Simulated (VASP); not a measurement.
PbI2, 3 atoms in the cell. Symmetry: P-3m1, No. 164, trigonal system. The conventional cell has a = 4.545 Å, b = 4.545 Å, c = 7.065 Å, α = 90.00°, β = 90.00°, γ = 120.00°. Within 4.2 Å of Pb (site symmetry -3m) lie 6 I at 3.22 Å. I (site symmetry 3m) has 3 Pb at 3.22 Å and 3 I at 4.25 Å within 4.3 Å. 

- Program: VASP 6.6.1
- Task: single point
- Functional: PBEsol
- Potentials or basis: VASP PAW PBE potentials, release 64 (Pb_d, I)
- Cutoff: 500 eV
- k mesh: 6 × 6 × 4
- Occupations: gaussian, width 0.01 eV
- Spin: no spin polarisation
- Dipole correction: no
- Further INCAR settings: ALGO = Normal; EDIFF = 1e-06; NBANDS = 21

Potentials or basis: VASP PAW PBE potentials, release 64 (Pb_d, I).

The run is started by

```sh
$ cat potpaw_PBE.64/Pb_d/POTCAR potpaw_PBE.64/I/POTCAR > POTCAR
$ mpirun -np 1 vasp_std > vasp.out
```

Hardware: 1 thread of AMD EPYC 9R45 96-Core Processor (Zen 5) (shared host).

Task: Estimate the wall time of this run.

Result: Run time: 27 s on 1 thread of AMD EPYC 9R45 96-Core Processor (Zen 5) (shared host), peak memory 0.24 GiB. Counts: scf iterations 12, k points 24.
